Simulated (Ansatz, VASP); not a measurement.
## InSe: VASP beside Ansatz

```xyz
2
Lattice="3.6306 0.0000 0.0000 0.0000 3.6306 0.0000 0.0000 0.0000 3.6306" Properties=species:S:1:pos:R:3 pbc="T T T"
In    0.0000    0.0000    0.0000
Se    1.8153    1.8153    1.8153
```

Alike in both runs: functional PBE; k mesh 16 × 16 × 16; occupations gaussian, width 0.1 eV; no spin polarisation.

Ansatz relaxed the structure, and its values are those at the end. VASP's run is a single point on that final structure, the one shown.

```csv
,VASP,Ansatz
version,VASP 6.6.1,Ansatz 0.2.0
potentials or method,"VASP PAW PBE potentials, release 64 (In_d, Se), cutoff 520 eV","scalar-relativistic, plane waves, PAW"
valence electrons in the cell,19,29
```

Ansatz gave:

- gap on the k mesh at the Fermi level (eV): none
- pressure (GPa): 0.0

Q: Estimate VASP's values.

A: gap on the k mesh at the Fermi level (eV): none; pressure (GPa): 0.1.

A gap of «none» marks a metal or a gap that the smearing closes. VASP's potentials hold 19 valence electrons a cell and Ansatz's 29, so a difference there can come from the potentials and not from the codes.
